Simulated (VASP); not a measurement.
Here is a VASP 6.6.1 calculation.

Contents of POSCAR:

```
Mn
1.0
    0.0000000000      1.9315000000      1.9315000000
    1.9315000000      0.0000000000      1.9315000000
    1.9315000000      1.9315000000      0.0000000000
Mn
1
Direct
    0.0000000000      0.0000000000      0.0000000000
```

The input INCAR.step1:

```
  PREC = Accurate
  ENCUT = 520
  EDIFF = 1E-6
  ISMEAR = -1
  SIGMA = 0.05
  LREAL = F
  LASPH = T
  NELM = 150
  ALGO = Normal
  ISIF = 2
  LWAVE = F
  LCHARG = T
  ISPIN = 2
  MAGMOM = 4
  LMAXMIX = 4
  GGA = PE
  NBANDS = 16
```

Contents of KPOINTS.step1:

```
Automatic mesh
0
Gamma
  16 16 16
```

File INCAR.step2:

```
  PREC = Accurate
  ENCUT = 520
  EDIFF = 1E-6
  ISMEAR = -5
  SIGMA = 0.05
  LREAL = F
  LASPH = T
  NELM = 150
  ALGO = Normal
  ISIF = 2
  LWAVE = F
  LCHARG = F
  ISPIN = 2
  MAGMOM = 4
  LORBIT = 10
  LMAXMIX = 4
  GGA = PE
  NEDOS = 2001
  ICHARG = 11
```

File KPOINTS.step2:

```
Automatic mesh
0
Gamma
  24 24 24
```

Potentials or basis: VASP PAW PBE potentials, release 64 (Mn_pv).

Run with:

```bash
$ cat potpaw_PBE.64/Mn_pv/POTCAR > POTCAR
$ cp INCAR.step1 INCAR
$ cp KPOINTS.step1 KPOINTS
$ mpirun -np 1 vasp_std > vasp.out
$ cp INCAR.step2 INCAR
$ cp KPOINTS.step2 KPOINTS
$ mpirun -np 1 vasp_std > vasp.out
```

(1) What does it give for the net moment?

(2) Predict the site moments.

## Answers

(1) 2.88 μB per cell.

(2) Mn +2.83 μB.
